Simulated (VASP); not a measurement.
Write the native input for VASP 6.6.1 that does the following.

```
Task                   : single point
Functional             : PBE
Potentials or basis    : VASP PAW PBE potentials, release 64 (Ba_sv, O_h)
Cutoff                 : 1340 eV
k mesh                 : 6 × 6 × 6
Occupations            : gaussian, width 0.1 eV
Spin                   : no spin polarisation
Dipole correction      : no
Further INCAR settings : ALGO = Normal; EDIFF = 1e-06; NBANDS = 15
```

The structure of BaO lies in POSCAR:

```
BaO
1.0
    0.0000000000      2.7903920000      2.7903920000
    2.7903920000      0.0000000000      2.7903920000
    2.7903920000      2.7903920000      0.0000000000
Ba O
1 1
Direct
    0.0000000000      0.0000000000      0.0000000000
    0.5000000000      0.5000000000      0.5000000000
```

These files were run (other wordings do the same):

INCAR

```
SYSTEM = BaO
PREC     = Accurate       ! precision mode
ENCUT    = 1340           ! plane-wave cutoff, eV
EDIFF    = 1E-6           ! SCF threshold, eV
ISMEAR   = 0              ! smearing method
SIGMA    = 0.1            ! smearing width, eV
LREAL    = .FALSE.        ! projectors in reciprocal space
LASPH    = .TRUE.         ! aspherical terms in the spheres
NELM     = 120            ! most SCF steps
ALGO     = Normal         ! electronic algorithm
ISIF     = 2              ! what is computed and relaxed
LWAVE    = .FALSE.        ! write WAVECAR
LCHARG   = .FALSE.        ! write CHGCAR
GGA      = PE             ! functional
NBANDS   = 15             ! bands
GGA_COMPAT= .FALSE.
```

KPOINTS

```
regular mesh
0
G
  6 6 6
  0 0 0
```

Potentials or basis: VASP PAW PBE potentials, release 64 (Ba_sv, O_h).

Launch:

```sh
$ cat potpaw_PBE.64/Ba_sv/POTCAR potpaw_PBE.64/O_h/POTCAR > POTCAR
$ mpirun -np 1 vasp_std > vasp.out
```

Results of the run:

```yaml
Pressure: 1.2 GPa
Band_gap_on_the_k_mesh: 2.05 eV
```

Caveat: spin-orbit coupling is left out, which moves the levels of the heavy elements.

Wall time 86 s on 1 thread of AMD EPYC 7R43 64-Core Processor (Zen 3) (shared host), peak memory 0.29 GiB.
